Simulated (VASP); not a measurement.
# Fe (Fmmm) in VASP: notebook

Fe is run at these levels: LDA, BLYP, PBE; tasks: single point.

Program: VASP 6.6.1. These are calculated values, not measurements. Logs are shortened: lines on timing, memory, paths and dates and some standing lists are left out, and cuts for length are marked.

### 1 The cell of the first run

It takes space group Fmmm (No. 69, orthorhombic). The conventional cell has a = 2.956 Å, b = 3.831 Å, c = 3.877 Å, α = 90.00°, β = 90.00°, γ = 90.00°. Fe (site symmetry mmm) has 14 Fe at 2.42 to 2.96 Å within 3.2 Å.

### 2 Single point, LDA, collinear spin, ferromagnetic start

The input, INCAR:

```
PREC = Accurate ; ENCUT = 600
EDIFF = 1E-6 ; ISMEAR = -1
SIGMA = 0.05 ; LREAL = False
LASPH = True ; NELM = 200
ALGO = Normal ; ISIF = 2
LWAVE = False ; LCHARG = True
ISPIN = 2 ; MAGMOM = 3
LORBIT = 11 ; LMAXMIX = 4
GGA = CA ; LELF = True
LVHAR = True ; NBANDS = 18
GGA_COMPAT = False
```

The input, KPOINTS:

```
Automatic mesh
0
Gamma
  13 13 13
```

The input, POSCAR:

```
Fe
1.0
    0.0000000000      1.9154967481      1.9385464314
    1.4781880421      0.0000000000      1.9385464314
    1.4781880421      1.9154967481      0.0000000000
Fe
1
Direct
    0.0000000000      0.0000000000      0.0000000000
```

Potentials or basis: VASP PAW LDA potentials, release 64 (Fe_sv).

Command:

```
cat potpaw_LDA.64/Fe_sv/POTCAR > POTCAR
mpirun -np 1 vasp_std > vasp.out
```

OUTCAR:

```text
PREC = Accurate
   ENCUT = 600
   EDIFF = 1E-6
   ISMEAR = -1
   LREAL = False
   LASPH = True
   NELM = 200
   ISIF = 2
   ISPIN = 2
   LORBIT = 11
   GGA = CA

 ion  position               nearest neighbor table
   1  0.000  0.000  0.000-

  LATTYP: Found a face centered orthorhombic cell.
 ALAT       =     2.9563760842
 B/A-ratio  =     1.2958410524
 C/A-ratio  =     1.3114342534

  Lattice vectors:

 A1 = (   0.0000000000,   1.9154967481,   1.9385464314)
 A2 = (   1.4781880421,   0.0000000000,   1.9385464314)
 A3 = (   1.4781880421,   1.9154967481,   0.0000000000)

Analysis of symmetry for initial positions (statically):
=====================================================================
 Subroutine PRICEL returns:
 Original cell was already a primitive cell.

 Routine SETGRP: Setting up the symmetry group for a
 face centered orthorhombic supercell.

 Subroutine GETGRP returns: Found  8 space group operations
 (whereof  8 operations were pure point group operations)
 out of a pool of  8 trial point group operations.

The static configuration has the point symmetry D_2h.

Analysis of symmetry for dynamics (positions and initial velocities):
=====================================================================
 Subroutine PRICEL returns:
 Original cell was already a primitive cell.

 Routine SETGRP: Setting up the symmetry group for a
 face centered orthorhombic supercell.

 Subroutine GETGRP returns: Found  8 space group operations
 (whereof  8 operations were pure point group operations)
 out of a pool of  8 trial point group operations.

The dynamic configuration has the point symmetry D_2h.

Analysis of structural, dynamic, and magnetic symmetry:
=====================================================================
 Subroutine PRICEL returns:
 Original cell was already a primitive cell.

 Routine SETGRP: Setting up the symmetry group for a
 face centered orthorhombic supercell.

 Subroutine GETGRP returns: Found  8 space group operations
 (whereof  8 operations were pure point group operations)
 out of a pool of  8 trial point group operations.

The overall configuration has the point symmetry D_2h.

 Subroutine INISYM returns: Found  8 space group operations
 (whereof  8 operations are pure point group operations),
 and found     1 'primitive' translations

----------------------------------------------------------------------------------------

                                     Primitive cell

  volume of cell :      10.9779

  direct lattice vectors                    reciprocal lattice vectors
     0.000000000  1.915496748  1.938546431    -0.338251958  0.261028895  0.257925212
     1.478188042  0.000000000  1.938546431     0.338251958 -0.261028895  0.257925212
     1.478188042  1.915496748  0.000000000     0.338251958  0.261028895 -0.257925212

  length of vectors
     2.725268805  2.437827343  2.419538733     0.499075031  0.499075031  0.499075031

  position of ions in fractional coordinates (direct lattice)
     0.000000000  0.000000000  0.000000000

  ion indices of the primitive-cell ions
   primitive index   ion index
                 1           1

----------------------------------------------------------------------------------------

 KPOINTS: Automatic mesh

Automatic generation of k-mesh.
 Grid dimensions read from file:
 generate k-points for:   13   13   13

 Generating k-lattice:

  Cartesian coordinates                     Fractional coordinates (reciprocal lattice)
    -0.026019381  0.020079146  0.019840401     0.076923077  0.000000000  0.000000000
     0.026019381 -0.020079146  0.019840401     0.000000000  0.076923077  0.000000000
     0.026019381  0.020079146 -0.019840401    -0.000000000 -0.000000000  0.076923077

  Length of vectors
     0.038390387  0.038390387  0.038390387

  Shift w.r.t. Gamma in fractional coordinates (k-lattice)
     0.000000000  0.000000000  0.000000000

 Subroutine IBZKPT returns following result:
 ===========================================

 Found    343 irreducible k-points:

 Following reciprocal coordinates:
            Coordinates               Weight
  0.000000  0.000000  0.000000      1.000000
  0.076923 -0.000000 -0.000000      8.000000
  0.153846  0.000000 -0.000000      8.000000
  0.230769  0.000000 -0.000000      8.000000
  0.307692  0.000000 -0.000000      8.000000
  0.384615 -0.000000  0.000000      8.000000
[... 16 lines left out ...]
  0.384615  0.153846  0.000000      8.000000
  0.461538  0.153846  0.000000      8.000000
 [... further k-points ...]
   k-points           NKPTS =    343   k-points in BZ     NKDIM =    343   number of bands    NBANDS=     18
   number of dos      NEDOS =    301   number of ions     NIONS =      1
   total plane-waves  NPLWV =   9600
   dimension x,y,z NGX =    24 NGY =   20 NGZ =   20
   dimension x,y,z NGXF=    48 NGYF=   40 NGZF=   40
   ions per type =               1
   NGX,Y,Z   is equivalent  to a cutoff of  14.64, 13.64, 13.74 a.u.
   NGXF,Y,Z  is equivalent  to a cutoff of  29.28, 27.28, 27.48 a.u.
 SYSTEM =  unknown system
   PREC   = accura    normal or accurate (medium, high low for compatibility)
   ISTART =      0    job   : 0-new  1-cont  2-samecut
   ICHARG =      2    charge: 1-file 2-atom 10-const
   ISPIN  =      2    spin polarized calculation?
   LNONCOLLINEAR =      F non collinear calculations
   LSORBIT =      F    spin-orbit coupling
   LASPH  =      T    aspherical Exc in radial PAW
   ENCUT  =  600.0 eV  44.10 Ry    6.64 a.u.   5.44  4.87  4.83*2*pi/ulx,y,z
   NELM   =    200;   NELMIN=  2; NELMDL= -5     # of ELM steps
   EDIFF  = 0.1E-05   stopping-criterion for ELM
   LREAL  =      F    real-space projection
   EDIFFG = 0.1E-04   stopping-criterion for IOM
   NSW    =      0    number of steps for IOM
   IBRION =     -1    ionic relax: 0-MD 1-quasi-New 2-CG
   NFREE  =      0    steps in history (QN), initial steepest desc. (CG)
   ISIF   =      2    stress and relaxation
   ISYM   =      2    0-nonsym 1-usesym 2-fastsym
   POTIM  = 0.5000    time-step for ionic-motion
   TEBEG  =    0.0;   TEEND  =   0.0 temperature during run
   PSTRESS=    0.0 pullay stress
   NELECT =      16.0000    total number of electrons
   NUPDOWN=      -1.0000    fix difference up-down
   EMIN   =  10.00;   EMAX   =-10.00  energy-range for DOS
   EFERMI =   0.00;   METHOD = LEGACY
   ISMEAR =    -1;   SIGMA  =   0.05  broadening in eV -4-tet -1-fermi 0-gaus
   EFERMI_NEDOS =   21; number of points for ismear=-14 and -15
   IALGO  =     38    algorithm
   IMIX   =      4    mixing-type and parameters
     AMIX     =   0.40;   BMIX     =  1.00
     AMIX_MAG =   1.60;   BMIX_MAG =  1.00
  volume/ion in A,a.u.               =      10.98        74.08
  Fermi-wavevector in a.u.,A,eV,Ry     =   1.856133  3.507582 46.875188  3.445229
  Thomas-Fermi vector in A             =   2.905082
   LORBIT       =     11    0 simple, 1 ext, 2 COOP (PROOUT), +10 PAW based schemes
   GGA     = CA    functional components
   LHFCALC =     F    Hartree Fock is set to
   AEXX    =    0.0000 exact exchange contribution
   IVDW    =     0    specifies the selected vdW correction
   LEPSILON=     F    determine dielectric tensor
   LRPA    =     F    only Hartree local field effects (RPA)
 spin polarized calculation
  energy-cutoff  :      600.00
  volume of cell :       10.98
 maximum number of plane-waves:       394
 NGX is ok and might be reduce to    24
   NGX = 11   NGY =  9   NGZ =  9

 number of electron      15.9999996 magnetization       2.0230520

 Free energy of the ion-electron system (eV)
  ---------------------------------------------------
  ext. energy  EPLUGINS =         0.00000000
  ---------------------------------------------------
  free energy    TOTEN  =        -9.26639954 eV

  energy without entropy =       -9.25794755  energy(sigma->0) =       -9.26217354

 E-fermi :  12.3697     XC(G=0): -14.3357

 val. band max:       12.3686276206   @ k =  -0.2308   0.1538   0.1538
 cond. band min:      12.3731288037   @ k =  -0.2308   0.3846   0.2308
 fundamental gap:      0.0045011831
 Fermi energy:        12.3697339047

 spin component 1

 k-point     1 :       0.0000    0.0000    0.0000
  band No.  band energies     occupation
      1     -74.7401      1.00000
      2     -41.0275      1.00000
      3     -41.0107      1.00000
      4     -41.0027      1.00000
      5       3.5384      1.00000
      6       9.7998      1.00000
[... 10 lines left out ...]
     17      44.1304      0.00000
     18      44.2155      0.00000

 k-point     2 :       0.0769   -0.0000   -0.0000
  band No.  band energies     occupation
      1     -74.7346      1.00000
      2     -41.0482      1.00000
      3     -41.0170      1.00000
      4     -41.0105      1.00000
      5       3.7828      1.00000
      6       9.8143      1.00000
[... 10 lines left out ...]
     17      43.5663      0.00000
     18      46.0024      0.00000

 k-point     3 :       0.1538    0.0000   -0.0000
  band No.  band energies     occupation
      1     -74.7196      1.00000
      2     -41.1239      1.00000
      3     -41.0381      1.00000
      4     -41.0154      1.00000
      5       4.4846      1.00000
      6       9.7736      1.00000
[... 10 lines left out ...]
     17      44.8480      0.00000
     18      47.3222      0.00000

 k-point     4 :       0.2308    0.0000   -0.0000
  band No.  band energies     occupation
      1     -74.6984      1.00000
      2     -41.2331      1.00000
      3     -41.0705      1.00000
      4     -41.0156      1.00000
      5       5.5213      1.00000
      6       9.5903      1.00000
[... 375 lines left out ...]
      4     -41.0398      1.00000
      5       6.2051      1.00000
      6       9.2683      1.00000
[... 10 lines left out ...]
     17      47.3163      0.00000
     18      50.1818      0.00000

 k-point    23 :       0.3846    0.1538    0.0000
  band No.  band energies     occupation
      1     -74.6666      1.00000
      2     -41.3535      1.00000
      3     -41.1304      1.00000
      4     -41.0488      1.00000
      5       7.1652      1.00000
      6       9.2411      1.00000
[... 10 lines left out ...]
     17      48.8862      0.00000
     18      51.5666      0.00000

 k-point    24 :       0.4615    0.1538    0.0000
  band No.  band energies     occupation
      1     -74.6501      1.00000
      2     -41.4220      1.00000
      3     -41.1682      1.00000
      4     -41.0497      1.00000
      5       7.6194      1.00000
      6       9.0807      1.00000
[... 10 lines left out ...]
     17      51.3382      0.00000
     18      53.3557      0.00000

 [... further k-points ...]

 spin component 2

 k-point     1 :       0.0000    0.0000    0.0000
  band No.  band energies     occupation
      1     -72.5139      1.00000
      2     -38.8508      1.00000
      3     -38.8362      1.00000
      4     -38.8347      1.00000
      5       3.8979      1.00000
      6      11.4068      1.00000
[... 10 lines left out ...]
     17      44.9381      0.00000
     18      45.0294      0.00000

 k-point     2 :       0.0769   -0.0000   -0.0000
  band No.  band energies     occupation
      1     -72.5081      1.00000
      2     -38.8752      1.00000
      3     -38.8437      1.00000
      4     -38.8409      1.00000
      5       4.1440      1.00000
      6      11.4186      1.00000
[... 10 lines left out ...]
     17      44.1374      0.00000
     18      46.8015      0.00000

 k-point     3 :       0.1538    0.0000   -0.0000
  band No.  band energies     occupation
      1     -72.4920      1.00000
      2     -38.9593      1.00000
      3     -38.8689      1.00000
      4     -38.8422      1.00000
      5       4.8548      1.00000
      6      11.3657      1.00000
[... 10 lines left out ...]
     17      45.3406      0.00000
     18      48.0040      0.00000

 k-point     4 :       0.2308    0.0000   -0.0000
  band No.  band energies     occupation
      1     -72.4692      1.00000
      2     -39.0785      1.00000
      3     -38.9040      1.00000
      4     -38.8420      1.00000
      5       5.9317      1.00000
      6      11.1841      1.00000
[... 375 lines left out ...]
      4     -38.8730      1.00000
      5       6.6495      1.00000
      6      10.7611      1.00000
[... 10 lines left out ...]
     17      47.9413      0.00000
     18      50.6188      0.00000

 k-point    23 :       0.3846    0.1538    0.0000
  band No.  band energies     occupation
      1     -72.4349      1.00000
      2     -39.2089      1.00000
      3     -38.9675      1.00000
      4     -38.8804      1.00000
      5       7.7904      1.00000
      6      10.7134      1.00000
[... 10 lines left out ...]
     17      49.4244      0.00000
     18      52.0267      0.00000

 k-point    24 :       0.4615    0.1538    0.0000
  band No.  band energies     occupation
      1     -72.4172      1.00000
      2     -39.2835      1.00000
      3     -39.0089      1.00000
      4     -38.8805      1.00000
      5       8.5895      1.00000
      6      10.5896      1.00000
[... 10 lines left out ...]
     17      51.7024      0.00000
     18      53.9581      0.00000

 [... further k-points ...]

------------------------ aborting loop because EDIFF is reached ----------------------------------------

  FORCE on cell =-STRESS in cart. coord.  units (eV):
  Direction    XX          YY          ZZ          XY          YZ          ZX
  --------------------------------------------------------------------------------------
  -------------------------------------------------------------------------------------
  Total       -1.5576974     -0.7843643     -0.9388543     -0.0000000      0.0000000      0.0000000
  in kB     -227.3402682   -114.4751227   -137.0223736     -0.0000000      0.0000000      0.0000000
  external PRESSURE =    -159.6125881 kB  Pullay stress =       0.0000000 kB

 VOLUME and BASIS-vectors are now :
 -----------------------------------------------------------------------------
  energy-cutoff  :      600.00
  volume of cell :       10.98
      direct lattice vectors                 reciprocal lattice vectors
     0.000000000  1.915496748  1.938546431    -0.338251958  0.261028895  0.257925212
     1.478188042  0.000000000  1.938546431     0.338251958 -0.261028895  0.257925212
     1.478188042  1.915496748  0.000000000     0.338251958  0.261028895 -0.257925212

 POSITION                                       TOTAL-FORCE (eV/Angst)
 -----------------------------------------------------------------------------------
      0.00000      0.00000      0.00000         0.000000      0.000000      0.000000
 -----------------------------------------------------------------------------------
    total drift:                                0.000000      0.000000      0.000000

  FREE ENERGIE OF THE ION-ELECTRON SYSTEM (eV)
  ---------------------------------------------------
  free  energy   TOTEN  =        -9.2663995373 eV

  energy  without entropy=       -9.2579475458  energy(sigma->0) =       -9.26217354

 total charge

# of ion       s       p       d       tot
------------------------------------------
    1        2.194   6.038   5.537  13.769

 magnetization (x)

# of ion       s       p       d       tot
------------------------------------------
    1       -0.001  -0.004   1.992   1.987
```

Run time: 90 s. Hardware: 1 thread of Intel Xeon Platinum 8259CL at 2.50GHz (Skylake/Cascade Lake), shared host; peak memory 0.22 GiB.

What came out:

* Free energy: -9.2664 eV
* Pressure: -16.0 GPa
* Band gap on the k mesh: zero (filled and empty bands overlap)
* Net moment: 2.02 μB per cell
* Site moments: Fe +1.99 μB
* Valence electrons inside the program's atomic spheres: Fe 13.77

Caveat: the cell stands under tension.

[end of part 1 of 2]
